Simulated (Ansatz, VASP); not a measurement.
## MgO: VASP beside Ansatz

```
Mg O
1.0
     3.28038    0.00000    0.00000
    -1.64019    2.84089    0.00000
     0.00000    0.00000   10.51471
Mg O
4 4
Cartesian
  0.0000 1.8939 10.1938
  0.0000 0.0000 2.3217
  0.0000 0.0000 7.5791
  1.6402 0.9470 4.9364
  0.0000 1.8939 8.2020
  -0.4400 0.0000 5.1292
  0.0000 0.0000 0.3118
  1.6402 0.9470 2.9447
```

Alike in both runs: task single point; functional PBE; k mesh 9 × 9 × 2; occupations gaussian, width 0.05 eV; no spin polarisation.

```csv
,VASP,Ansatz
version,VASP 6.6.1,Ansatz 0.2.0
potentials or method,"VASP PAW PBE potentials, release 64 (Mg, O), cutoff 520 eV","scalar-relativistic, plane waves, PAW"
valence electrons in the cell,32,64
```

Ansatz gave:

* gap on the k mesh at the Fermi level (eV): 1.77
* least direct gap on the mesh (eV): 1.77
* pressure (GPa): 8.8
* traceless stress, the component that is largest in VASP (GPa): -14.44
* rms of the force components (eV/Å): 3.621

Task: Which values does VASP return?

Result: gap on the k mesh at the Fermi level (eV): 1.73; least direct gap on the mesh (eV): 1.73; pressure (GPa): 8.9; traceless stress, the component that is largest in VASP (GPa): -15.15; rms of the force components (eV/Å): 3.786.

Atom by atom the forces differ by 0.169 eV/Å (rms over components). VASP's potentials hold 32 valence electrons a cell and Ansatz's 64, so a difference there can come from the potentials and not from the codes.
